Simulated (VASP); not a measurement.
Wanted: the native input for a VASP 6.6.1 run.

```
Task                   : single point
Functional             : PBE
Potentials or basis    : VASP PAW PBE potentials, release 64 (Cs_sv, Li_sv, Cr_pv, Te, S)
Cutoff                 : 520 eV
k mesh                 : 4 × 4 × 4
Occupations            : fermi-dirac, width 0.05 eV
Spin                   : collinear spin, ferromagnetic start
Starting moments       : [0.0, 0.0, 3.0, 3.0, 0.0, 0.0, 0.0, 0.0, 0.0] μB
Dipole correction      : no
Further INCAR settings : ALGO = Normal; EDIFF = 1e-07; NBANDS = 47
```

The structure of CsLiCr2Te2S3 lies in POSCAR:

```
CsLiCr2Te2S3
1.0
    3.1425457690      1.8143482299      5.8441874978
   -3.1425457690      1.8143482299      5.8441874978
    0.0000000000     -3.6287007071      5.8441861792
Cs Li Cr Te S
1 1 2 2 3
Direct
    0.0000000000      0.0000000000      0.0000000000
    0.5000000000      0.5000000000      0.5000000000
    0.7892382585      0.7892382585      0.7892382585
    0.2107617415      0.2107617415      0.2107617415
    0.6537592078      0.6537592078      0.6537592078
    0.3462407922      0.3462407922      0.3462407922
    0.1401040240      0.8598959760      0.5000000000
    0.5000000000      0.1401040240      0.8598959760
    0.8598959760      0.5000000000      0.1401040240
```

These files were run (other wordings do the same):

INCAR

```
SYSTEM = CsLiCr2Te2S3
PREC     = Accurate       ! precision mode
ENCUT    = 520            ! plane-wave cutoff, eV
EDIFF    = 1E-7           ! SCF threshold, eV
ISMEAR   = -1             ! smearing method
SIGMA    = 0.05           ! smearing width, eV
LREAL    = .FALSE.        ! projectors in reciprocal space
LASPH    = .TRUE.         ! aspherical terms in the spheres
NELM     = 150            ! most SCF steps
ALGO     = Normal         ! electronic algorithm
ISIF     = 2              ! what is computed and relaxed
LWAVE    = .FALSE.        ! write WAVECAR
LCHARG   = .FALSE.        ! write CHGCAR
ISPIN    = 2              ! spin polarisation
MAGMOM   = 0 0 3 3 0 0 0 0 0 ! initial moments
LORBIT   = 11             ! projections on sites
LMAXMIX  = 4              ! l up to which the mixer works
GGA      = PE             ! functional
NBANDS   = 47             ! bands
```

KPOINTS

```
regular mesh
0
G
  4 4 4
  0 0 0
```

Potentials or basis: VASP PAW PBE potentials, release 64 (Cs_sv, Li_sv, Cr_pv, Te, S).

Launch:

```sh
$ cat potpaw_PBE.64/Cs_sv/POTCAR potpaw_PBE.64/Li_sv/POTCAR potpaw_PBE.64/Cr_pv/POTCAR potpaw_PBE.64/Te/POTCAR potpaw_PBE.64/S/POTCAR > POTCAR
$ mpirun -np 1 vasp_std > vasp.out
```

It gave:

* Largest force: 0.022 eV/Å
* Band gap on the k mesh: zero (filled and empty bands overlap)
* Net moment: 4.00 μB per cell
* Site moments: Cs -0.01; Li +0.01; Cr +2.13; Te -0.16; S -0.07 μB
* Valence electrons inside the program's atomic spheres: Cs 6.61; Li 2.11; Cr 11.01; Te 3.46; S 3.79

Caveat: spin-orbit coupling is left out, which moves the levels of the heavy elements; the run started ferromagnetic, and an antiferromagnetic order may lie lower in energy.

Wall time 8.1 min on 1 thread of Intel(R) Xeon(R) Platinum 8488C (Sapphire Rapids), on a shared host, peak memory 0.63 GiB.
